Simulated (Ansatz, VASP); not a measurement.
**Two plane-wave programs on CaSe**

File INCAR:

```
PREC = Accurate ; ENCUT = 520
EDIFF = 1E-7 ; ISMEAR = 0
SIGMA = 0.05 ; LREAL = F
LASPH = T ; NELM = 60
ALGO = Normal ; ISIF = 2
LWAVE = F ; LCHARG = F
NBANDS = 15
```

The input KPOINTS:

```
Automatic mesh
0
Gamma
  8 8 8
```

POSCAR

```
CaSe
1.0
    0.0147800000      2.9560000000      2.9560000000
    2.9707800000      0.0000000000      2.9707800000
    2.9560000000      2.9560000000      0.0147800000
Ca Se
1 1
Direct
    0.0000000000      0.0000000000      0.0000000000
    0.5000000000      0.5000000000      0.5000000000
```

Input for Ansatz:

```yaml
crystal:
  lattice:
    - [0.01478, 2.956, 2.956]
    - [2.97078, 0.0, 2.97078]
    - [2.956, 2.956, 0.01478]
  atoms:
    - { symbol: Ca, position: [0.0, 0.0, 0.0] }
    - { symbol: Se, position: [0.5, 0.5, 0.5] }
basis:
  ecutwfc: 420
kpoints:
  mp_grid: { grid: [8, 8, 8] }
hamiltonian:
  xc: lda
scf:
  occupations: { method: gaussian, width: 0.05 }
output:
  forces: true
  stress: true
  eigenvalues: true
```

Change from the starting cell: strain +0.0100 x Voigt [0, 0, 0, 0, 1, 0], atoms carried along.

Alike in both runs: task single point; functional LDA; k mesh 8 × 8 × 8; occupations gaussian, width 0.05 eV; no spin polarisation.

|  | VASP | Ansatz |
| --- | --- | --- |
| version | VASP 6.6.1 | Ansatz 0.2.0 |
| potentials or method | VASP PAW LDA potentials, release 64 (Ca_sv, Se), cutoff 520 eV | scalar-relativistic, plane waves, PAW |
| valence electrons in the cell | 16 | 26 |

VASP gave:

```
gap on the k mesh at the Fermi level (eV)                     : 1.83
least direct gap on the mesh (eV)                             : 2.76
pressure (GPa)                                                : -2.9
traceless stress, the component that is largest in VASP (GPa) : -0.28
```

Problem. Which values does Ansatz return?

Solution. gap on the k mesh at the Fermi level (eV): 1.85; least direct gap on the mesh (eV): 2.78; pressure (GPa): -3.1; traceless stress, the component that is largest in VASP (GPa): -0.28.

LDA's correlation is that of Perdew and Zunger in VASP and of Perdew and Wang (1992) in Ansatz. VASP's potentials hold 16 valence electrons a cell and Ansatz's 26, so a difference there can come from the potentials and not from the codes.
